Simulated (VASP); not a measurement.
# Be (Im-3m) in VASP: settings compared, part 2 of 2

VASP 6.6.1.

## (3) Single point, PBEsol, collinear spin, ferromagnetic start

Input file INCAR:

```
SYSTEM = Be
PREC     = Accurate       ! precision mode
ENCUT    = 520            ! plane-wave cutoff, eV
EDIFF    = 1E-7           ! SCF threshold, eV
ISMEAR   = -1             ! smearing method
SIGMA    = 0.15           ! smearing width, eV
LREAL    = .FALSE.        ! projectors in reciprocal space
LASPH    = .TRUE.         ! aspherical terms in the spheres
NELM     = 150            ! most SCF steps
ALGO     = Normal         ! electronic algorithm
ISIF     = 2              ! what is computed and relaxed
LWAVE    = .FALSE.        ! write WAVECAR
LCHARG   = .FALSE.        ! write CHGCAR
ISPIN    = 2              ! spin polarisation
MAGMOM   = 0.5            ! initial moments
LORBIT   = 11             ! projections on sites
GGA      = PS             ! functional
NBANDS   = 11             ! bands
```

Input file KPOINTS:

```
Automatic mesh
0
G
  15 15 15
  0 0 0
```

Input file POSCAR:

```
Be
1.0
   -1.2531209513      1.2531209513      1.2531209513
    1.2531209513     -1.2531209513      1.2531209513
    1.2531209513      1.2531209513     -1.2531209513
Be
1
Direct
    0.0000000000      0.0000000000      0.0000000000
```

Potentials or basis: VASP PAW PBE potentials, release 64 (Be).

Launch:

```bash
$ cat potpaw_PBE.64/Be/POTCAR > POTCAR
$ mpirun -np 1 vasp_std > vasp.out
```

OUTCAR:

```text
SYSTEM = Be
   PREC = Accurate
   ENCUT = 520
   EDIFF = 1E-7
   ISMEAR = -1
   LREAL = .FALSE.
   LASPH = .TRUE.
   NELM = 150
   ISIF = 2
   ISPIN = 2
   LORBIT = 11
   GGA = PS

 ion  position               nearest neighbor table
   1  0.000  0.000  0.000-

  LATTYP: Found a body centered cubic cell.
 ALAT       =     2.5062419026

  Lattice vectors:

 A1 = (  -1.2531209513,   1.2531209513,   1.2531209513)
 A2 = (   1.2531209513,  -1.2531209513,   1.2531209513)
 A3 = (   1.2531209513,   1.2531209513,  -1.2531209513)

Analysis of symmetry for initial positions (statically):
=====================================================================
 Subroutine PRICEL returns:
 Original cell was already a primitive cell.

 Routine SETGRP: Setting up the symmetry group for a
 body centered cubic supercell.

 Subroutine GETGRP returns: Found 48 space group operations
 (whereof 48 operations were pure point group operations)
 out of a pool of 48 trial point group operations.

The static configuration has the point symmetry O_h .

Analysis of symmetry for dynamics (positions and initial velocities):
[... 524 lines left out ...]
      2      27.2595      0.00000
      3      27.2595      0.00000
      4      27.2595      0.00000
      5      38.6175      0.00000
      6      38.6175      0.00000
      7      38.6175      0.00000
      8      41.1543      0.00000
      9      41.1543      0.00000
     10      42.0911      0.00000
     11      42.0911      0.00000
[... 310 lines left out ...]
  band No.  band energies     occupation
      1       4.0730      1.00000
      2       8.2697      0.04392
      3      15.5145      0.00000
      4      21.1362      0.00000
      5      34.5297      0.00000
      6      36.7461      0.00000
      7      41.8240      0.00000
      8      45.4559      0.00000
      9      54.7566      0.00000
     10      57.0691      0.00000
     11      62.0805      0.00000

 [... further k-points ...]
[... 5 lines left out ...]
  --------------------------------------------------------------------------------------
  -------------------------------------------------------------------------------------
  Total       -0.0675434     -0.0675434     -0.0675434      0.0000000      0.0000000      0.0000000
  in kB      -13.7484840    -13.7484840    -13.7484840      0.0000000      0.0000000      0.0000000
  external PRESSURE =     -13.7484840 kB  Pullay stress =       0.0000000 kB

 VOLUME and BASIS-vectors are now :
 -----------------------------------------------------------------------------
  energy-cutoff  :      520.00
  volume of cell :        7.87
      direct lattice vectors                 reciprocal lattice vectors
    -1.253120951  1.253120951  1.253120951     0.000000000  0.399003783  0.399003783
     1.253120951 -1.253120951  1.253120951     0.399003783  0.000000000  0.399003783
     1.253120951  1.253120951 -1.253120951     0.399003783  0.399003783  0.000000000

 POSITION                                       TOTAL-FORCE (eV/Angst)
 -----------------------------------------------------------------------------------
      0.00000      0.00000      0.00000         0.000000      0.000000      0.000000
 -----------------------------------------------------------------------------------
    total drift:                               -0.000000     -0.000000     -0.000000

  FREE ENERGIE OF THE ION-ELECTRON SYSTEM (eV)
  ---------------------------------------------------
  free  energy   TOTEN  =        -3.9031401421 eV

  energy  without entropy=       -3.8921556247  energy(sigma->0) =       -3.89764788

 total charge

# of ion       s       p       d       tot
------------------------------------------
    1        0.391   0.782   0.000   1.173

 magnetization (x)

# of ion       s       p       d       tot
------------------------------------------
    1       -0.000  -0.000   0.000  -0.000
```

Wall time 6.3 s (1 thread of Intel Xeon 6975P-C, shared host); peak memory 0.12 GiB.

Results:

```
Free energy                                           : -3.9031 eV
Pressure                                              : -1.4 GPa
Band gap on the k mesh                                : zero (filled and empty bands overlap)
Net moment                                            : 0.00 μB per cell
Valence electrons inside the program's atomic spheres : Be 1.17
```

Caveat: the PAW data sets were made with another functional, which shifts forces and pressure a little.

## (4) Single point, RPBE+D3(BJ)

This run uses another cell than the first one, of 6.41 Å³/atom, 0.815 times its volume.

Input file INCAR:

```
SYSTEM = Be
PREC = Accurate ; ENCUT = 600
EDIFF = 1E-6 ; ISMEAR = -1
SIGMA = 0.1 ; LREAL = .FALSE.
LASPH = .TRUE. ; NELM = 120
ALGO = Normal ; ISIF = 2
LWAVE = .FALSE. ; LCHARG = .FALSE.
GGA = RP ; IVDW = 12
NBANDS = 7 ; GGA_COMPAT = .FALSE.
```

Input file KPOINTS:

```
regular mesh
0
G
  15 15 15
  0 0 0
```

Input file POSCAR:

```
Be
1.0
    2.0270790639     -0.0000000001     -0.0000000002
   -0.6756930212      1.9111484694     -0.0000000002
   -0.6756930212     -0.9555742345      1.6551031251
Be
1
Direct
    0.0000000000      0.0000000000      0.0000000000
```

Launch:

```bash
$ cat potpaw_PBE.64/Be/POTCAR > POTCAR
$ mpirun -np 1 vasp_std > vasp.out
```

It took 1.6 s on 1 thread of Intel Xeon 6975P-C (Granite Rapids), shared host; peak memory 0.12 GiB.

Results (log left out):

| Property | Result |
| --- | --- |
| Free energy | -4.8661 eV |
| Pressure | 0.1 GPa |
| Band gap on the k mesh | zero (band 1 reaches 13.54 eV, above the bottom of band 2 at 8.30 eV) |
| Dispersion energy per atom | -1.619 eV |

Levels at points of the mesh, in eV from the Fermi level:
| k point | band 1 | band 2 | band 3 | band 4 | band 5 | band 6 |
| --- | --- | --- | --- | --- | --- | --- |
| (0.00, 0.00, 0.00) | -13.41 | 23.23 | 23.23 | 23.23 | 35.06 | 35.06 |

Caveat: the PAW data sets were made with another functional, which shifts forces and pressure a little; pairwise dispersion overbinds metals, which lowers pressure and volume.

## (5) Single point, PBEsol

Input file INCAR:

```
ALGO = Normal ; EDIFF = 1E-6
ENCUT = 600 ; GGA = PS
GGA_COMPAT = False ; ISIF = 2
ISMEAR = 0 ; LASPH = True
LCHARG = True ; LELF = True
LREAL = False ; LVHAR = True
LWAVE = False ; NBANDS = 7
NELM = 120 ; PREC = Accurate
SIGMA = 0.01
```

Input file KPOINTS:

```
k-points
0
Gamma
  15 15 15
```

Input file POSCAR:

```
Be
1.0
   -1.2531209500      1.2531209500      1.2531209500
    1.2531209500     -1.2531209500      1.2531209500
    1.2531209500      1.2531209500     -1.2531209500
Be
1
Direct
    0.0000000000      0.0000000000      0.0000000000
```

Launch:

```bash
$ cat potpaw_PBE.64/Be/POTCAR > POTCAR
$ mpirun -np 1 vasp_std > vasp.out
```

Run time: 2.7 s. Hardware: 1 thread of Intel Xeon 6975P-C (Granite Rapids), shared host; peak memory 0.12 GiB.

Results (log left out):

```yaml
Free_energy: -3.8980 eV
Pressure: -1.6 GPa
Band_gap_on_the_k_mesh: zero (band 1 reaches 10.95 eV, above the bottom of band 2 at 6.54 eV)
```

Levels at points of the mesh, in eV from the Fermi level:
```
           k point  band 1  band 2  band 3  band 4  band 5  band 6
(0.00, 0.00, 0.00)  -12.12   19.46   19.46   19.46   30.82   30.82
```

Caveat: the PAW data sets were made with another functional, which shifts forces and pressure a little.

## (6) Single point, PBE

Input file INCAR:

```
SYSTEM = Be
PREC = Accurate
ENCUT = 600
EDIFF = 1E-6
ISMEAR = 0
SIGMA = 0.02
LREAL = .FALSE.
LASPH = .TRUE.
NELM = 120
ALGO = Normal
ISIF = 2
LWAVE = .FALSE.
LCHARG = .FALSE.
GGA = PE
NBANDS = 7
GGA_COMPAT = .FALSE.
```

Input file KPOINTS:

```
Automatic mesh
0
G
  15 15 15
  0 0 0
```

Input file POSCAR:

```
Be
1.0
   -1.2531209513      1.2531209513      1.2531209513
    1.2531209513     -1.2531209513      1.2531209513
    1.2531209513      1.2531209513     -1.2531209513
Be
1
Direct
    0.0000000000      0.0000000000      0.0000000000
```

Potentials or basis: VASP PAW PBE potentials, release 64 (Be).

Launch:

```bash
$ cat potpaw_PBE.64/Be/POTCAR > POTCAR
$ mpirun -np 1 vasp_std > vasp.out
```

It took 2.5 s on 1 thread of Intel Xeon 6975P-C (Granite Rapids), shared host; peak memory 0.12 GiB.

The run converged. Its results:

```yaml
Free_energy: -3.6649 eV
Pressure: -0.7 GPa
Band_gap_on_the_k_mesh: zero (band 1 reaches 10.98 eV, above the bottom of band 2 at 6.57 eV)
```

Levels at points of the mesh, in eV from the Fermi level:
```csv
k point,band 1,band 2,band 3,band 4,band 5
"(0.00, 0.00, 0.00)",-12.14,19.44,19.44,19.44,30.80
```

## (7) The runs side by side

```csv
level,spin,cell,cutoff (eV),smearing,gap on the mesh (eV),pressure (GPa)
PBE exchange alone,off,"a = 2.170 Å, angles 109.5°, 1 atom",520,tetrahedron,none,8.4
PBEsol,"collinear, ferromagnetic start","a = 2.170 Å, angles 109.5°, 1 atom",520,fermi-dirac 0.15 eV,none,-1.4
RPBE+D3(BJ),off,"a = 2.027 Å, angles 109.5°, 1 atom",600,fermi-dirac 0.1 eV,none,0.1
PBEsol,off,"a = 2.170 Å, angles 109.5°, 1 atom",600,gaussian 0.01 eV,none,-1.6
PBE,off,"a = 2.170 Å, angles 109.5°, 1 atom",600,gaussian 0.02 eV,none,-0.7
```

Alike in all rows: task single point; potentials or basis VASP PAW PBE potentials, release 64 (Be); k mesh 15 × 15 × 15.

Every run on the cell as given and a fine mesh finds a metal. The pressure there spans -1.6 GPa (PBEsol) to 8.4 GPa (PBE exchange alone); a positive pressure means that this level wants a larger cell, a negative one a smaller.

Caveats: the PAW data sets were made with another functional, which shifts forces and pressure a little (some runs); pairwise dispersion overbinds metals, which lowers pressure and volume (some runs).

Absolute energies hang on the potentials; compare differences alone.
